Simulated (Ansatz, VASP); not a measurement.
ZnCd2TeO2 in VASP and in Ansatz

```xyz
6
Lattice="5.2243 0.0000 0.0000 0.0000 5.2243 0.0000 0.0000 0.0000 5.2811" Properties=species:S:1:pos:R:3 pbc="T T T"
Zn    0.0000    0.0000    0.0000
Cd    2.6122    0.0000    0.0000
Cd    0.0000    2.6122    0.0000
Te    0.0000    0.0000    2.6406
O     2.6122    2.6122    4.5690
O     2.6122    2.6122    0.7121
```

Change from the starting cell: species swapped into the LaAl2BRu2 type (P4/mmm, No. 123).

Alike in both runs: functional PBE; k mesh 4 × 4 × 4; occupations gaussian, width 0.1 eV; no spin polarisation.

Ansatz relaxed the structure, and its values are those at the end. VASP's run is a single point on that final structure, the one shown.

|  | VASP | Ansatz |
| --- | --- | --- |
| version | VASP 6.6.1 | Ansatz 0.2.0 |
| potentials or method | VASP PAW PBE potentials, release 64 (Zn, Cd, Te, O), cutoff 520 eV | scalar-relativistic, plane waves, PAW |
| valence electrons in the cell | 54 | 80 |

|  | VASP | Ansatz | Ansatz less VASP |
| --- | --- | --- | --- |
| gap on the k mesh at the Fermi level (eV) | none | none | - |
| pressure (GPa) | 0.4 | 0.1 | -0.30 |
| rms of the force components (eV/Å) | 0.099 | 0.002 | -0.0970 |

A gap of «none» marks a metal or a gap that the smearing closes. VASP's potentials hold 54 valence electrons a cell and Ansatz's 80, so a difference there can come from the potentials and not from the codes.

Neither program's run includes spin-orbit coupling.
